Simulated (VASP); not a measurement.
# TaRu (P4/mmm) in VASP: a series of runs

Runs on TaRu. Level: LDA. Tasks: single point.

Program: VASP 6.6.1. These are calculated values, not measurements. Logs are shortened: lines on timing, memory, paths and dates and some standing lists are left out, and cuts for length are marked.

## (1) The cell of the first run

Symmetry: P4/mmm, No. 123, tetragonal system. Conventional cell: a = 3.053 Å, b = 3.053 Å, c = 3.389 Å, α = 90.00°, β = 90.00°, γ = 90.00°. Within 3.6 Å of Ta (site symmetry 4/mmm) lie 8 Ru at 2.74 Å and 6 Ta at 3.05 to 3.39 Å. Ru (site symmetry 4/mmm) has 8 Ta at 2.74 Å and 6 Ru at 3.05 to 3.39 Å within 3.6 Å.

## (2) Single point, LDA

File INCAR:

```
PREC = Accurate
ENCUT = 520
EDIFF = 1E-7
ISMEAR = 0
SIGMA = 0.1
LREAL = False
LASPH = True
NELM = 60
ALGO = Normal
ISIF = 2
LWAVE = False
LCHARG = False
NBANDS = 20
```

File KPOINTS:

```
regular mesh
0
Gamma
  6 6 6
```

File POSCAR:

```
TaRu
1.0
    3.0530000000      0.0000000000      0.0000000000
    0.0000000000      3.0530000000      0.0000000000
    0.0000000000      0.0000000000      3.3890000000
Ta Ru
1 1
Direct
    0.5000000000      0.5000000000      0.5000000000
    0.0000000000      0.0000000000      0.0000000000
```

Potentials or basis: VASP PAW LDA potentials, release 64 (Ta_pv, Ru_pv).

The run is started by

```sh
cat potpaw_LDA.64/Ta_pv/POTCAR potpaw_LDA.64/Ru_pv/POTCAR > POTCAR
mpirun -np 1 vasp_std > vasp.out
```

OUTCAR:

```text
PREC = Accurate
   ENCUT = 520
   EDIFF = 1E-7
   ISMEAR = 0
   LREAL = False
   LASPH = True
   NELM = 60
   ISIF = 2

 ion  position               nearest neighbor table
   1  0.500  0.500  0.500-   2 2.74   2 2.74   2 2.74   2 2.74   2 2.74   2 2.74   2 2.74   2 2.74

   2  0.000  0.000  0.000-   1 2.74   1 2.74   1 2.74   1 2.74   1 2.74   1 2.74   1 2.74   1 2.74

  LATTYP: Found a simple tetragonal cell.
 ALAT       =     3.0530000000
 C/A-ratio  =     1.1100556829

  Lattice vectors:

 A1 = (   3.0530000000,   0.0000000000,   0.0000000000)
 A2 = (   0.0000000000,   3.0530000000,   0.0000000000)
 A3 = (   0.0000000000,   0.0000000000,   3.3890000000)

Analysis of symmetry for initial positions (statically):
=====================================================================
 Subroutine PRICEL returns:
 Original cell was already a primitive cell.

 Routine SETGRP: Setting up the symmetry group for a
 simple tetragonal supercell.

 Subroutine GETGRP returns: Found 16 space group operations
 (whereof 16 operations were pure point group operations)
 out of a pool of 16 trial point group operations.

The static configuration has the point symmetry D_4h.

Analysis of symmetry for dynamics (positions and initial velocities):
=====================================================================
 Subroutine PRICEL returns:
 Original cell was already a primitive cell.

 Routine SETGRP: Setting up the symmetry group for a
 simple tetragonal supercell.

 Subroutine GETGRP returns: Found 16 space group operations
 (whereof 16 operations were pure point group operations)
 out of a pool of 16 trial point group operations.

The dynamic configuration has the point symmetry D_4h.

 Subroutine INISYM returns: Found 16 space group operations
 (whereof 16 operations are pure point group operations),
 and found     1 'primitive' translations

----------------------------------------------------------------------------------------

                                     Primitive cell

  volume of cell :      31.5882

  direct lattice vectors                    reciprocal lattice vectors
     3.053000000  0.000000000  0.000000000     0.327546675  0.000000000  0.000000000
     0.000000000  3.053000000  0.000000000     0.000000000  0.327546675  0.000000000
     0.000000000  0.000000000  3.389000000     0.000000000  0.000000000  0.295072293

  length of vectors
[... 74 lines left out ...]
   ISTART =      0    job   : 0-new  1-cont  2-samecut
   ICHARG =      2    charge: 1-file 2-atom 10-const
   ISPIN  =      1    spin polarized calculation?
   LNONCOLLINEAR =      F non collinear calculations
   LSORBIT =      F    spin-orbit coupling
   LASPH  =      T    aspherical Exc in radial PAW
   ENCUT  =  520.0 eV  38.22 Ry    6.18 a.u.   5.68  5.68  6.30*2*pi/ulx,y,z
   NELM   =     60;   NELMIN=  2; NELMDL= -5     # of ELM steps
   EDIFF  = 0.1E-06   stopping-criterion for ELM
   LREAL  =      F    real-space projection
   EDIFFG = 0.1E-05   stopping-criterion for IOM
   NSW    =      0    number of steps for IOM
   IBRION =     -1    ionic relax: 0-MD 1-quasi-New 2-CG
   NFREE  =      0    steps in history (QN), initial steepest desc. (CG)
   ISIF   =      2    stress and relaxation
   ISYM   =      2    0-nonsym 1-usesym 2-fastsym
   POTIM  = 0.5000    time-step for ionic-motion
   TEBEG  =    0.0;   TEEND  =   0.0 temperature during run
   PSTRESS=    0.0 pullay stress
   NELECT =      25.0000    total number of electrons
   NUPDOWN=      -1.0000    fix difference up-down
   EMIN   =  10.00;   EMAX   =-10.00  energy-range for DOS
   EFERMI =   0.00;   METHOD = LEGACY
   ISMEAR =     0;   SIGMA  =   0.10  broadening in eV -4-tet -1-fermi 0-gaus
   EFERMI_NEDOS =   21; number of points for ismear=-14 and -15
   IALGO  =     38    algorithm
   IMIX   =      4    mixing-type and parameters
     AMIX     =   0.40;   BMIX     =  1.00
     AMIX_MAG =   1.60;   BMIX_MAG =  1.00
  volume/ion in A,a.u.               =      15.79       106.58
  Fermi-wavevector in a.u.,A,eV,Ry     =   1.514304  2.861620 31.199751  2.293117
  Thomas-Fermi vector in A             =   2.623980
   LORBIT       =      0    0 simple, 1 ext, 2 COOP (PROOUT), +10 PAW based schemes
   GGA     = CA    functional components
   LHFCALC =     F    Hartree Fock is set to
   AEXX    =    0.0000 exact exchange contribution
   IVDW    =     0    specifies the selected vdW correction
   LEPSILON=     F    determine dielectric tensor
   LRPA    =     F    only Hartree local field effects (RPA)
 non-spin polarized calculation
 Gauss-broadening in eV      SIGMA  =   0.10
  energy-cutoff  :      520.00
  volume of cell :       31.59
 maximum number of plane-waves:       868
 NGX is ok and might be reduce to    24
   NGX = 11   NGY = 11   NGZ = 13

 number of electron      25.0000007 magnetization

 Free energy of the ion-electron system (eV)
  ---------------------------------------------------
  ext. energy  EPLUGINS =         0.00000000
  ---------------------------------------------------
  free energy    TOTEN  =       -24.04036215 eV

  energy without entropy =      -24.03096960  energy(sigma->0) =      -24.03566587

 E-fermi :   9.2721     XC(G=0): -13.4876

 val. band max:        9.2523137453   @ k =   0.0000   0.0000   0.5000
 cond. band min:       9.2902002161   @ k =   0.5000   0.1667   0.1667
 fundamental gap:      0.0378864708
 Fermi energy:         9.2720864587

 k-point     1 :       0.0000    0.0000    0.0000
  band No.  band energies     occupation
      1     -33.5894      2.00000
      2     -33.5340      2.00000
      3     -33.5340      2.00000
      4     -25.4048      2.00000
      5     -25.2849      2.00000
      6     -25.2849      2.00000
[... 541 lines left out ...]
     19      19.1440      0.00000
     20      19.3370      0.00000

 [... further k-points ...]
[... 5 lines left out ...]
  --------------------------------------------------------------------------------------
  -------------------------------------------------------------------------------------
  Total       -2.0578195     -2.0578195     -1.7910814      0.0000000      0.0000000     -0.0000000
  in kB     -104.3740846   -104.3740846    -90.8449396      0.0000000      0.0000000     -0.0000000
  external PRESSURE =     -99.8643696 kB  Pullay stress =       0.0000000 kB

 VOLUME and BASIS-vectors are now :
 -----------------------------------------------------------------------------
  energy-cutoff  :      520.00
  volume of cell :       31.59
      direct lattice vectors                 reciprocal lattice vectors
     3.053000000  0.000000000  0.000000000     0.327546675  0.000000000  0.000000000
     0.000000000  3.053000000  0.000000000     0.000000000  0.327546675  0.000000000
     0.000000000  0.000000000  3.389000000     0.000000000  0.000000000  0.295072293

 POSITION                                       TOTAL-FORCE (eV/Angst)
 -----------------------------------------------------------------------------------
      1.52650      1.52650      1.69450         0.000000      0.000000      0.000000
      0.00000      0.00000      0.00000         0.000000      0.000000      0.000000
 -----------------------------------------------------------------------------------
    total drift:                                0.000000      0.000000     -0.000000

  FREE ENERGIE OF THE ION-ELECTRON SYSTEM (eV)
  ---------------------------------------------------
  free  energy   TOTEN  =       -24.0403621493 eV

  energy  without entropy=      -24.0309695974  energy(sigma->0) =      -24.03566587
```

Wall time 13 s (1 thread of Intel Xeon Platinum 8259CL at 2.50GHz (Skylake/Cascade Lake), shared host); peak memory 0.15 GiB.

What came out:

```yaml
Free_energy: -24.0404 eV
Pressure: -10.0 GPa
```

Stress tensor (GPa, compression positive):
```
-10.44   0.00   0.00
  0.00 -10.44   0.00
  0.00   0.00  -9.08
```

Levels at points of the mesh, in eV from the Fermi level:
```tsv
k point	band 10	band 11	band 12	band 13	band 14	band 15
(0.00, 0.00, 0.00)	-2.43	-2.43	-1.57	0.37	1.71	4.25
(0.50, 0.00, 0.00)	-2.64	-2.09	-2.04	-1.27	-0.72	0.41
(0.50, 0.50, 0.00)	-4.61	0.15	1.04	1.41	1.41	2.90
(0.00, 0.00, 0.50)	-2.56	-1.88	-1.88	-0.89	-0.02	0.75
(0.50, 0.00, 0.50)	-3.51	-0.93	0.45	0.60	0.69	1.02
(0.50, 0.50, 0.50)	-3.25	-2.59	-2.59	-0.44	0.19	3.67
```

Caveat: spin-orbit coupling is left out, which moves the levels of the heavy elements.

## (3) Single point, LDA (volume scaled by 0.98, then relaxed in part)

File INCAR:

```
SYSTEM = TaRu
PREC = Accurate
ENCUT = 520
EDIFF = 1E-7
ISMEAR = -1
SIGMA = 0.15
LREAL = .FALSE.
LASPH = .TRUE.
NELM = 60
ALGO = Fast
ISIF = 2
LWAVE = .FALSE.
LCHARG = .FALSE.
NBANDS = 20
```

File KPOINTS:

```
Automatic mesh
0
G
  14 14 12
  0 0 0
```

File POSCAR:

```
TaRu
1.0
    2.9862334938      0.0000000000      0.0000000000
    0.0000000000      2.9862334938      0.0000000000
    0.0000000000      0.0000000000      3.3381788451
Ta Ru
1 1
Direct
    0.5000000000      0.5000000000      0.5000000000
    0.0000000000      0.0000000000      0.0000000000
```

Potentials or basis: VASP PAW LDA potentials, release 64 (Ta_pv, Ru_pv).

The run is started by

```sh
cat potpaw_LDA.64/Ta_pv/POTCAR potpaw_LDA.64/Ru_pv/POTCAR > POTCAR
mpirun -np 1 vasp_std > vasp.out
```

Wall time 1.7 min (1 thread of Intel Xeon Platinum 8259CL at 2.50GHz (Skylake/Cascade Lake), shared host); peak memory 0.25 GiB.

The run converged. Its results:

```
Free energy : -24.1232 eV
Pressure    : 7.2 GPa
```

Levels at points of the mesh, in eV from the Fermi level:
```
           k point  band 8  band 9  band 10  band 11  band 12  band 13  band 14  band 15  band 16  band 17
(0.00, 0.00, 0.00)   -6.32   -6.06    -2.52    -2.52    -1.52     0.42     1.96     4.70     4.84     4.84
(0.50, 0.00, 0.00)   -4.40   -3.84    -2.73    -2.27    -2.05    -1.24    -0.78     0.49     1.99     2.58
(0.50, 0.50, 0.00)   -6.28   -4.92    -4.92     0.39     1.34     1.75     1.75     3.30     5.11     5.11
(0.00, 0.00, 0.50)   -4.94   -4.22    -2.78    -1.86    -1.86    -0.79     0.11     0.89     0.89     3.20
(0.50, 0.00, 0.50)   -6.10   -3.68    -3.66    -0.93     0.71     0.82     0.95     1.10     4.59     4.69
(0.50, 0.50, 0.50)   -3.51   -3.51    -3.44    -2.67    -2.67    -0.35     0.43     3.96     5.62     8.18
```

Caveat: the cell differs from its parent crystal (volume scaled by 0.98, then relaxed in part); spin-orbit coupling is left out, which moves the levels of the heavy elements.

## (4) Single point, LDA

This run uses another cell than the first one, of 15.17 Å³/atom, 0.961 times its volume.

File INCAR:

```
ALGO = Fast
EDIFF = 1E-6
ENCUT = 520
GGA = CA
ISIF = 2
ISMEAR = 0
LASPH = T
LCHARG = T
LELF = T
LREAL = F
LVHAR = T
LWAVE = F
NBANDS = 20
NELM = 60
PREC = Accurate
SIGMA = 0.1
```

File KPOINTS:

```
k-points
0
Gamma
  14 14 12
```

File POSCAR:

```
TaRu
1.0
    3.0019129093      0.0000000000      0.0000000000
    0.0000000000      3.0019129093      0.0000000000
    0.0000000000      0.0000000000      3.3669670702
Ta Ru
1 1
Direct
    0.5000000000      0.5000000000      0.5000000000
    0.0000000000      0.0000000000      0.0000000000
```

The run is started by

```sh
cat potpaw_LDA.64/Ta_pv/POTCAR potpaw_LDA.64/Ru_pv/POTCAR > POTCAR
mpirun -np 1 vasp_std > vasp.out
```

It took 98 s on 1 thread of Intel Xeon Platinum 8259CL at 2.50GHz (Skylake/Cascade Lake), shared host; peak memory 0.25 GiB.

It converged, with:

```
Free energy : -24.0758 eV
Pressure    : 1.0 GPa
```

Levels at points of the mesh, in eV from the Fermi level:
```tsv
k point	band 10	band 11	band 12	band 13	band 14	band 15
(0.00, 0.00, 0.00)	-2.45	-2.45	-1.45	0.39	1.93	4.58
(0.50, 0.00, 0.00)	-2.67	-2.18	-1.99	-1.19	-0.78	0.50
(0.50, 0.50, 0.00)	-4.81	0.39	1.33	1.70	1.70	3.25
(0.00, 0.00, 0.50)	-2.70	-1.79	-1.79	-0.76	0.07	0.89
(0.50, 0.00, 0.50)	-3.54	-0.92	0.70	0.77	0.89	1.05
(0.50, 0.50, 0.50)	-3.37	-2.61	-2.61	-0.34	0.43	3.83
```

Caveat: spin-orbit coupling is left out, which moves the levels of the heavy elements.

## (5) The runs side by side

| cell | k mesh | smearing | gap on the mesh (eV) | pressure (GPa) |
| --- | --- | --- | --- | --- |
| a = 3.053, b = 3.053, c = 3.389 Å, 2 atoms | 6 × 6 × 6 | gaussian 0.1 eV | none | -10.0 |
| a = 2.986, b = 2.986, c = 3.338 Å, 2 atoms | 14 × 14 × 12 | fermi-dirac 0.15 eV | none | 7.2 |
| a = 3.002, b = 3.002, c = 3.367 Å, 2 atoms | 14 × 14 × 12 | gaussian 0.1 eV | none | 1.0 |

Alike in all rows: task single point; level LDA; potentials or basis VASP PAW LDA potentials, release 64 (Ta_pv, Ru_pv); no spin polarisation; cutoff (eV) 520.

Caveats: spin-orbit coupling is left out, which moves the levels of the heavy elements.

Absolute energies hang on the potentials; compare differences alone.
